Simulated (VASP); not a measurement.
A run of VASP 6.6.1 is set up as follows.

The input INCAR:

```
PREC = Accurate
ENCUT = 520
EDIFF = 1E-7
ISMEAR = -1
SIGMA = 0.05
LREAL = F
LASPH = T
NELM = 60
ALGO = Normal
ISIF = 2
LWAVE = F
LCHARG = T
GGA = RE
LELF = T
LVHAR = T
NBANDS = 28
```

File KPOINTS:

```
Automatic mesh
0
Gamma
  7 7 6
```

File POSCAR:

```
SnO
1.0
    3.8638811754      0.0000000000      0.0000000000
    0.0000000000      3.8638811754      0.0000000000
    0.0000000000      0.0000000000      4.9512221655
Sn O
2 2
Direct
    0.5000000000      0.0000000000      0.7646261400
    0.0000000000      0.5000000000      0.2353738600
    0.0000000000      0.0000000000      0.0000000000
    0.5000000000      0.5000000000      0.0000000000
```

Potentials or basis: VASP PAW PBE potentials, release 64 (Sn_d, O).

Launch:

```console
$ cat potpaw_PBE.64/Sn_d/POTCAR potpaw_PBE.64/O/POTCAR > POTCAR
$ mpirun -np 1 vasp_std > vasp.out
```

(1) Predict the band gap on the k mesh.

(2) Estimate the pressure.

(3) Estimate the largest force.

## Answers

(1) 0.52 eV (least direct gap 2.01 eV).

(2) 2.0 GPa.

(3) 0.055 eV/Å.

Caveat: the PAW data sets were made with another functional, which shifts forces and pressure a little; spin-orbit coupling is left out, which moves the levels of the heavy elements; an odd mesh through Γ misses points on the zone boundary, where band edges can lie.
